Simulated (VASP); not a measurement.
Write the native input for VASP 6.6.1 that does the following.

| Property | Result |
| --- | --- |
| Task | single point |
| Functional | LDA |
| Potentials or basis | VASP PAW LDA potentials, release 64 (Na_pv, Cl) |
| Cutoff | 520 eV |
| k mesh | 8 × 8 × 8 |
| Occupations | methfessel-paxton, width 0.1 eV |
| Spin | no spin polarisation |
| Dipole correction | no |
| Further INCAR settings | ALGO = Normal; EDIFF = 1e-07; NBANDS = 18 |

The structure of Na2Cl lies in POSCAR:

```
Na2Cl
1.0
    1.9673870000      1.1358720000      6.7290780000
   -1.9673870000      1.1358720000      6.7290780000
    0.0000000000     -2.2717430000      6.7290780000
Na Cl
2 1
Direct
    0.7510740000      0.7510740000      0.7510740000
    0.2489260000      0.2489260000      0.2489260000
    0.0000000000      0.0000000000      0.0000000000
```

The input as run:

INCAR

```
PREC = Accurate ; ENCUT = 520
EDIFF = 1E-7 ; ISMEAR = 1
SIGMA = 0.1 ; LREAL = False
LASPH = True ; NELM = 100
ALGO = Normal ; ISIF = 2
LWAVE = False ; LCHARG = False
NBANDS = 18
```

KPOINTS

```
Automatic mesh
0
Gamma
  8 8 8
```

Potentials or basis: VASP PAW LDA potentials, release 64 (Na_pv, Cl).

Launch:

```console
$ cat potpaw_LDA.64/Na_pv/POTCAR potpaw_LDA.64/Cl/POTCAR > POTCAR
$ mpirun -np 1 vasp_std > vasp.out
```

Results of the run:

```
Pressure               : -1.7 GPa
Largest force          : 0.102 eV/Å
Band gap on the k mesh : zero (an odd number of electrons rules out a gap without spin polarisation)
```

Caveat: an odd number of electrons without spin polarisation forces a metal; a magnetic or distorted state may lie lower.

Run time: 4.8 min on 1 thread of Intel(R) Xeon(R) Platinum 8259CL CPU @ 2.50GHz (Skylake/Cascade Lake), on a shared host, peak memory 0.33 GiB.
